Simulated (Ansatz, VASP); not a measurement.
**MnO: VASP beside Ansatz**

Contents of INCAR:

```
  ALGO = Normal
  EDIFF = 1E-7
  ENCUT = 520
  GGA = PS
  ISIF = 2
  ISMEAR = -1
  ISPIN = 2
  LASPH = True
  LCHARG = False
  LDAU = True
  LDAUJ = 0 0
  LDAUL = 2 -1
  LDAUPRINT = 1
  LDAUTYPE = 2
  LDAUU = 3 0
  LMAXMIX = 4
  LORBIT = 11
  LREAL = False
  LWAVE = False
  MAGMOM = 4 0
  NBANDS = 20
  NELM = 150
  PREC = Accurate
  SIGMA = 0.05
```

The input KPOINTS:

```
k-points
0
Gamma
  10 10 10
```

Contents of POSCAR:

```
MnO
1.0
    0.0000000000      2.2239077028      2.2239077028
    2.2239077028      0.0000000000      2.2239077028
    2.2239077028      2.2239077028      0.0000000000
Mn O
1 1
Direct
    0.0000000000      0.0000000000      0.0000000000
    0.5000000000      0.5000000000      0.5000000000
```

The input input.yaml:

```yaml
crystal:
  lattice:
    - [0.0, 2.2239077028, 2.2239077028]
    - [2.2239077028, 0.0, 2.2239077028]
    - [2.2239077028, 2.2239077028, 0.0]
  atoms:
    - { symbol: Mn, position: [0.0, 0.0, 0.0], spin: 4.0 }
    - { symbol: O, position: [0.5, 0.5, 0.5] }
hamiltonian:
  xc: pbesol
  pseudopotentials: { kind: paw }
  hubbard: { sites: [{ species: Mn, l: d, u_eff: 3.0 }] }
magnetization:
  spin_polarized: true
kpoints:
  mp_grid: { grid: [10, 10, 10] }
  band_path:
    path:
      - [[0.0, 0.0, 0.0], [0.5, 0.0, 0.5], [0.5, 0.25, 0.75], [0.375, 0.375, 0.75], [0.0, 0.0, 0.0], [0.5, 0.5, 0.5], [0.625, 0.25, 0.625], [0.5, 0.25, 0.75], [0.5, 0.5, 0.5], [0.375, 0.375, 0.75]]
      - [[0.625, 0.25, 0.625], [0.5, 0.0, 0.5]]
    npoints: 14
scf:
  occupations: { method: fermi_dirac, width: 0.05 }
  n_extra_bands: 6
output:
  forces: true
  stress: true
  eigenvalues: true
  fatbands: false
```

Alike in both runs: functional PBEsol; k mesh 10 × 10 × 10; occupations fermi-dirac, width 0.05 eV; collinear spin; Hubbard terms Mn d U = 3.0 eV.

```csv
,VASP,Ansatz
version,VASP 6.6.1,Ansatz 0.2.0
potentials or method,"VASP PAW PBE potentials, release 64 (Mn_pv, O)",Ansatz PAW
plane-wave cutoff (eV),520,420
valence electrons in the cell,19,21
task,single point,band structure
```

|  | VASP | Ansatz | Ansatz less VASP |
| --- | --- | --- | --- |
| gap on the k mesh at the Fermi level (eV) | none | none | - |
| pressure (GPa) | 0.4 | 1.6 | +1.17 |
| net moment per atom (μB) | 2.50 | 2.50 | 0.000 |
| size of the moment on the site where the two differ most (μB) | 4.58 | 4.25 | -0.336 |

VASP's potentials were made for PBE, not for PBEsol. Site moments also hang on the region over which each program counts them. The programs project onto different local orbitals, so the same U acts differently, and such runs can settle in different states. A gap of «none» marks a metal or a gap that the smearing closes. VASP's potentials hold 19 valence electrons a cell and Ansatz's 21, so a difference there can come from the potentials and not from the codes.

Noted on Ansatz's run: the magnetic or orbital state may not be the lowest.
